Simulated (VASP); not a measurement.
# Mn (P6_3/mmc) in VASP: notebook, part 2 of 2

VASP 6.6.1. The steps go on from the part before.

## 3. Single point, PBEsol (10.33 Å³/atom)

This run uses another cell than the first one, of 10.33 Å³/atom.

Contents of INCAR:

```
PREC = Accurate
ENCUT = 520
EDIFF = 1E-6
ISMEAR = -1
SIGMA = 0.1
LREAL = False
LASPH = True
NELM = 80
ALGO = Normal
ISIF = 2
LWAVE = False
LCHARG = True
GGA = PS
LELF = True
LVHAR = True
NBANDS = 20
```

Contents of KPOINTS:

```
regular mesh
0
Gamma
  17 17 9
```

Contents of POSCAR:

```
Mn
1.0
    2.4535099019      0.0000000000      0.0000000000
   -1.2267549509      2.1248019035      0.0000000000
    0.0000000000      0.0000000000      3.9634435015
Mn
2
Direct
    0.3333333333      0.6666666667      0.2500000000
    0.6666666667      0.3333333333      0.7500000000
```

Potentials or basis: VASP PAW PBE potentials, release 64 (Mn_pv).

The run is started by

```console
$ cat potpaw_PBE.64/Mn_pv/POTCAR > POTCAR
$ mpirun -np 1 vasp_std > vasp.out
```

OUTCAR:

```text
PREC = Accurate
   ENCUT = 520
   EDIFF = 1E-6
   ISMEAR = -1
   LREAL = False
   LASPH = True
   NELM = 80
   ISIF = 2
   GGA = PS

 ion  position               nearest neighbor table
   1  0.333  0.667  0.250-   2 2.44   2 2.44   2 2.44   2 2.44   2 2.44   2 2.44
   2  0.667  0.333  0.750-   1 2.44   1 2.44   1 2.44   1 2.44   1 2.44   1 2.44

  LATTYP: Found a hexagonal cell.
 ALAT       =     2.4535099019
 C/A-ratio  =     1.6154177729

  Lattice vectors:

 A1 = (   2.4535099019,   0.0000000000,   0.0000000000)
 A2 = (  -1.2267549509,   2.1248019035,   0.0000000000)
 A3 = (   0.0000000000,   0.0000000000,   3.9634435015)

Analysis of symmetry for initial positions (statically):
=====================================================================
 Subroutine PRICEL returns:
 Original cell was already a primitive cell.

 Routine SETGRP: Setting up the symmetry group for a
 hexagonal supercell.

 Subroutine GETGRP returns: Found 24 space group operations
 (whereof 12 operations were pure point group operations)
 out of a pool of 24 trial point group operations.

The static configuration has the point symmetry D_3d.
 The point group associated with its full space group is D_6h.

Analysis of symmetry for dynamics (positions and initial velocities):
=====================================================================
 Subroutine PRICEL returns:
 Original cell was already a primitive cell.

 Routine SETGRP: Setting up the symmetry group for a
 hexagonal supercell.

 Subroutine GETGRP returns: Found 24 space group operations
 (whereof 12 operations were pure point group operations)
 out of a pool of 24 trial point group operations.

The dynamic configuration has the point symmetry D_3d.
 The point group associated with its full space group is D_6h.

[... 108 lines left out ...]
   PSTRESS=    0.0 pullay stress
   NELECT =      26.0000    total number of electrons
   NUPDOWN=      -1.0000    fix difference up-down
   EMIN   =  10.00;   EMAX   =-10.00  energy-range for DOS
   EFERMI =   0.00;   METHOD = LEGACY
   ISMEAR =    -1;   SIGMA  =   0.10  broadening in eV -4-tet -1-fermi 0-gaus
   EFERMI_NEDOS =   21; number of points for ismear=-14 and -15
   IALGO  =     38    algorithm
   IMIX   =      4    mixing-type and parameters
     AMIX     =   0.40;   BMIX     =  1.00
     AMIX_MAG =   1.60;   BMIX_MAG =  1.00
  volume/ion in A,a.u.               =      10.33        69.72
  Fermi-wavevector in a.u.,A,eV,Ry     =   1.767419  3.339939 42.501493  3.123772
  Thomas-Fermi vector in A             =   2.834808
   LORBIT       =      0    0 simple, 1 ext, 2 COOP (PROOUT), +10 PAW based schemes
   GGA     = PS    functional components
   LHFCALC =     F    Hartree Fock is set to
   AEXX    =    0.0000 exact exchange contribution
   IVDW    =     0    specifies the selected vdW correction
   LEPSILON=     F    determine dielectric tensor
   LRPA    =     F    only Hartree local field effects (RPA)
 non-spin polarized calculation
  energy-cutoff  :      520.00
  volume of cell :       20.66
 maximum number of plane-waves:       573
   NGX =  9   NGY =  9   NGZ = 15

 number of electron      26.0000020 magnetization

 Free energy of the ion-electron system (eV)
  ---------------------------------------------------
  ext. energy  EPLUGINS =         0.00000000
  ---------------------------------------------------
  free energy    TOTEN  =       -19.45968925 eV

  energy without entropy =      -19.37036172  energy(sigma->0) =      -19.41502549

 E-fermi :  10.7697     XC(G=0): -14.4296

 val. band max:       10.7679410895   @ k =   0.4706   0.0588   0.3333
 cond. band min:      10.7718707085   @ k =   0.1176   0.0000   0.1111
 fundamental gap:      0.0039296189
 Fermi energy:        10.7696977675

 k-point     1 :       0.0000    0.0000    0.0000
  band No.  band energies     occupation
      1     -37.4220      2.00000
      2     -36.6667      2.00000
      3     -36.6667      2.00000
      4     -36.5466      2.00000
      5     -36.5466      2.00000
      6     -36.5274      2.00000
[... 541 lines left out ...]
     19      20.7828      0.00000
     20      25.1870      0.00000

 [... further k-points ...]

------------------------ aborting loop because EDIFF is reached ----------------------------------------

  FORCE on cell =-STRESS in cart. coord.  units (eV):
  Direction    XX          YY          ZZ          XY          YZ          ZX
  --------------------------------------------------------------------------------------
  -------------------------------------------------------------------------------------
  Total        0.0062882      0.0062882     -0.0245772      0.0000000      0.0000000     -0.0000000
  in kB        0.4875917      0.4875917     -1.9057422      0.0000000      0.0000000     -0.0000000
  external PRESSURE =      -0.3101863 kB  Pullay stress =       0.0000000 kB

 VOLUME and BASIS-vectors are now :
 -----------------------------------------------------------------------------
  energy-cutoff  :      520.00
  volume of cell :       20.66
      direct lattice vectors                 reciprocal lattice vectors
     2.453509902  0.000000000  0.000000000     0.407579362  0.235316054  0.000000000
    -1.226754951  2.124801903  0.000000000     0.000000000  0.470632109  0.000000000
     0.000000000  0.000000000  3.963443502     0.000000000  0.000000000  0.252305855

 POSITION                                       TOTAL-FORCE (eV/Angst)
 -----------------------------------------------------------------------------------
     -0.00000      1.41653      0.99086         0.000000      0.000000      0.000000
      1.22675      0.70827      2.97258        -0.000000     -0.000000      0.000000
 -----------------------------------------------------------------------------------
    total drift:                               -0.000000      0.000000     -0.000000

  FREE ENERGIE OF THE ION-ELECTRON SYSTEM (eV)
  ---------------------------------------------------
  free  energy   TOTEN  =       -19.4596892534 eV

  energy  without entropy=      -19.3703617249  energy(sigma->0) =      -19.41502549
```

OSZICAR:

```text
N       E                     dE             d eps       ncg     rms          rms(c)
DAV:   1     0.243059733946E+03    0.24306E+03   -0.15799E+04  6696   0.185E+03
DAV:   2    -0.140070473393E+02   -0.25707E+03   -0.24895E+03  6652   0.456E+02
DAV:   3    -0.231008321622E+02   -0.90938E+01   -0.90197E+01  7064   0.102E+02
DAV:   4    -0.231888936429E+02   -0.88061E-01   -0.88054E-01  7160   0.995E+00
DAV:   5    -0.231906277816E+02   -0.17341E-02   -0.17341E-02  7104   0.141E+00    0.208E+01
DAV:   6    -0.195908958168E+02    0.35997E+01   -0.17019E+01  6896   0.549E+01    0.293E+00
DAV:   7    -0.194856760788E+02    0.10522E+00   -0.59377E-01  6940   0.103E+01    0.102E+00
DAV:   8    -0.194618163682E+02    0.23860E-01   -0.60803E-03  7184   0.965E-01    0.340E-01
DAV:   9    -0.194596842054E+02    0.21322E-02   -0.18207E-03  6992   0.539E-01    0.382E-02
DAV:  10    -0.194596931505E+02   -0.89451E-05   -0.41497E-05  7156   0.725E-02    0.104E-02
DAV:  11    -0.194596900582E+02    0.30923E-05   -0.61951E-07  4204   0.102E-02    0.254E-03
DAV:  12    -0.194596892534E+02    0.80488E-06   -0.13642E-07  3436   0.463E-03
   1 F= -.19459689E+02 E0= -.19415025E+02  d E =-.893275E-01
```

It took 78 s on 1 thread of Intel Xeon 8259CL, shared host; peak memory 0.17 GiB.

Results:

| Quantity | Value |
| --- | --- |
| Free energy | -19.4597 eV |
| Pressure | 0.0 GPa |
| Band gap on the k mesh | zero (bands 13 and 14 overlap by 2.07 eV) |

Caveat: the PAW data sets were made with another functional, which shifts forces and pressure a little; the run has no spin polarisation, though such a crystal can be magnetic.

## 4. Single point, PBEsol (10.74 Å³/atom)

This run uses another cell than the first one, of 10.74 Å³/atom.

Contents of INCAR:

```
SYSTEM = Mn
  ALGO = Normal
  EDIFF = 1E-6
  ENCUT = 520
  GGA = PS
  ISIF = 2
  ISMEAR = -1
  LASPH = .TRUE.
  LCHARG = .FALSE.
  LREAL = .FALSE.
  LWAVE = .FALSE.
  NBANDS = 20
  NELM = 60
  PREC = Accurate
  SIGMA = 0.1
```

Contents of KPOINTS:

```
k-points
0
G
  17 17 9
  0 0 0
```

Contents of POSCAR:

```
Mn
1.0
    2.4857966295      0.0000000000      0.0000000000
   -1.2428983147      2.1527630298      0.0000000000
    0.0000000000      0.0000000000      4.0156000551
Mn
2
Direct
    0.3333333333      0.6666666667      0.2500000000
    0.6666666667      0.3333333333      0.7500000000
```

The run is started by

```console
$ cat potpaw_PBE.64/Mn_pv/POTCAR > POTCAR
$ mpirun -np 1 vasp_std > vasp.out
```

Wall time 82 s (1 thread of Intel Xeon 8259CL, shared host); peak memory 0.17 GiB.

It converged, with:

| Property | Result |
| --- | --- |
| Free energy | -19.4302 eV |
| Pressure | -11.1 GPa |
| Band gap on the k mesh | zero (bands 13 and 14 overlap by 1.96 eV) |

Stress tensor (GPa, compression positive):
```
-11.05   0.00   0.00
  0.00 -11.05   0.00
  0.00   0.00 -11.33
```

Levels at points of the mesh, in eV from the Fermi level:
```tsv
k point	band 11	band 12	band 13	band 14	band 15	band 16
(0.00, 0.00, 0.00)	-0.95	-0.48	-0.48	0.04	0.04	0.74
```

Caveat: the cell stands under tension; the PAW data sets were made with another functional, which shifts forces and pressure a little; the run has no spin polarisation, though such a crystal can be magnetic. Spin polarisation is off, so any magnetic state and its effect on volume and gap are missing.

## 5. Single point, PBEsol (11.16 Å³/atom)

This run uses another cell than the first one, of 11.16 Å³/atom.

Contents of INCAR:

```
SYSTEM = Mn
PREC = Accurate
ENCUT = 520
EDIFF = 1E-6
ISMEAR = -1
SIGMA = 0.1
LREAL = .False.
LASPH = .True.
NELM = 80
ALGO = Normal
ISIF = 2
LWAVE = .False.
LCHARG = .True.
GGA = PS
LELF = .True.
LVHAR = .True.
NBANDS = 20
```

Contents of KPOINTS:

```
Automatic mesh
0
Gamma
  17 17 9
  0 0 0
```

Contents of POSCAR:

```
Mn
1.0
    2.5172657503      0.0000000000      0.0000000000
   -1.2586328751      2.1800160879      0.0000000000
    0.0000000000      0.0000000000      4.0664358322
Mn
2
Direct
    0.3333333333      0.6666666667      0.2500000000
    0.6666666667      0.3333333333      0.7500000000
```

The run is started by

```console
$ cat potpaw_PBE.64/Mn_pv/POTCAR > POTCAR
$ mpirun -np 1 vasp_std > vasp.out
```

Run time: 86 s. Hardware: 1 thread of Intel Xeon 8259CL, shared host; peak memory 0.18 GiB.

The run converged. Its results:

- Free energy: -19.3494 eV
- Pressure: -19.7 GPa
- Band gap on the k mesh: zero (bands 13 and 14 overlap by 1.85 eV)

Stress tensor (GPa, compression positive):
```
-19.57   0.00   0.00
  0.00 -19.57   0.00
  0.00   0.00 -19.96
```

Levels at points of the mesh, in eV from the Fermi level:
```csv
k point,band 11,band 12,band 13,band 14,band 15,band 16
"(0.00, 0.00, 0.00)",-0.90,-0.45,-0.45,0.04,0.04,0.69
```

Caveat: the cell stands under tension; the PAW data sets were made with another functional, which shifts forces and pressure a little; the run has no spin polarisation, though such a crystal can be magnetic. Spin polarisation is off, so any magnetic state and its effect on volume and gap are missing.

## 6. Single point, PBEsol (11.57 Å³/atom)

This run uses another cell than the first one, of 11.57 Å³/atom.

Contents of INCAR:

```
PREC = Accurate
ENCUT = 520
EDIFF = 1E-6
ISMEAR = -1
SIGMA = 0.1
LREAL = False
LASPH = True
NELM = 60
ALGO = Normal
ISIF = 2
LWAVE = False
LCHARG = False
GGA = PS
NBANDS = 20
```

Contents of KPOINTS:

```
regular mesh
0
Gamma
  17 17 9
```

Contents of POSCAR:

```
Mn
1.0
    2.5479671389      0.0000000000      0.0000000000
   -1.2739835694      2.2066042703      0.0000000000
    0.0000000000      0.0000000000      4.1160314010
Mn
2
Direct
    0.3333333333      0.6666666667      0.2500000000
    0.6666666667      0.3333333333      0.7500000000
```

Potentials or basis: VASP PAW PBE potentials, release 64 (Mn_pv).

The run is started by

```console
$ cat potpaw_PBE.64/Mn_pv/POTCAR > POTCAR
$ mpirun -np 1 vasp_std > vasp.out
```

Wall time 90 s (1 thread of Intel Xeon 8259CL, shared host); peak memory 0.18 GiB.

The run converged. Its results:

```
Free energy            : -19.2275 eV
Pressure               : -27.2 GPa
Band gap on the k mesh : zero (bands 13 and 14 overlap by 1.76 eV)
```

Stress tensor (GPa, compression positive):
```
-27.02   0.00   0.00
  0.00 -27.02   0.00
  0.00   0.00 -27.44
```

Levels at points of the mesh, in eV from the Fermi level:
| k point | band 10 | band 11 | band 12 | band 13 | band 14 | band 15 | band 16 | band 17 |
| --- | --- | --- | --- | --- | --- | --- | --- | --- |
| (0.00, 0.00, 0.00) | -0.85 | -0.85 | -0.43 | -0.43 | 0.03 | 0.03 | 0.65 | 1.45 |

Caveat: the cell stands under tension; the PAW data sets were made with another functional, which shifts forces and pressure a little; the run has no spin polarisation, though such a crystal can be magnetic. Spin polarisation is off, so any magnetic state and its effect on volume and gap are missing.

## 7. Overview

| cell | gap on the mesh (eV) | pressure (GPa) |
| --- | --- | --- |
| a = 2.420, b = 2.420, c = 3.910 Å, angles 90.0, 90.0, 120.0°, 2 atoms | none | 13.7 |
| a = 2.454, b = 2.454, c = 3.963 Å, angles 90.0, 90.0, 120.0°, 2 atoms | none | 0.0 |
| a = 2.486, b = 2.486, c = 4.016 Å, angles 90.0, 90.0, 120.0°, 2 atoms | none | -11.1 |
| a = 2.517, b = 2.517, c = 4.066 Å, angles 90.0, 90.0, 120.0°, 2 atoms | none | -19.7 |
| a = 2.548, b = 2.548, c = 4.116 Å, angles 90.0, 90.0, 120.0°, 2 atoms | none | -27.2 |

Alike in all rows: task single point; level PBEsol; potentials or basis VASP PAW PBE potentials, release 64 (Mn_pv); no spin polarisation; k mesh 17 × 17 × 9; cutoff (eV) 520; smearing fermi-dirac 0.1 eV.

Caveats: the PAW data sets were made with another functional, which shifts forces and pressure a little; the run has no spin polarisation, though such a crystal can be magnetic; the cell stands under tension (at least some runs); the cell stands under pressure (at least some runs).

Absolute energies hang on the potentials; compare differences alone.
